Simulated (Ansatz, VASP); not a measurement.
One calculation of Cs2GaPt, two programs

```
Cs Ga Pt
1.0
     5.01388    0.00000    0.00000
    -2.50694    4.34214    0.00000
     0.00000    0.00000   12.80012
Cs Ga Pt
2 1 1
Direct
  0.00000 0.00000 0.75286
  0.00000 0.00000 0.24714
  0.33333 0.66667 0.00000
  0.33333 0.66667 0.50000
```

Alike in both runs: task single point; functional PBE; k mesh 6 × 6 × 2; occupations gaussian, width 0.1 eV; no spin polarisation.

|  | VASP | Ansatz |
| --- | --- | --- |
| version | VASP 6.6.1 | Ansatz 0.2.0 |
| potentials or method | VASP PAW PBE potentials, release 64 (Cs_sv, Ga_d, Pt), cutoff 520 eV | scalar-relativistic, plane waves, PAW |
| valence electrons in the cell | 41 | 49 |

```tsv
	VASP	Ansatz	Ansatz less VASP
gap on the k mesh at the Fermi level (eV)	none	none	-
pressure (GPa)	-1.7	-1.7	0.00
traceless stress, the component that is largest in VASP (GPa)	-1.35	-1.35	+0.002
rms of the force components (eV/Å)	0.247	0.246	-0.0001
```

Atom by atom the forces differ by 0.000 eV/Å (rms over components). A gap of «none» marks a metal or a gap that the smearing closes. With one functional, cell and mesh, what is left measures potentials, basis and numerics. VASP's potentials hold 41 valence electrons a cell and Ansatz's 49, so a difference there can come from the potentials and not from the codes.

Spin-orbit coupling is off throughout.
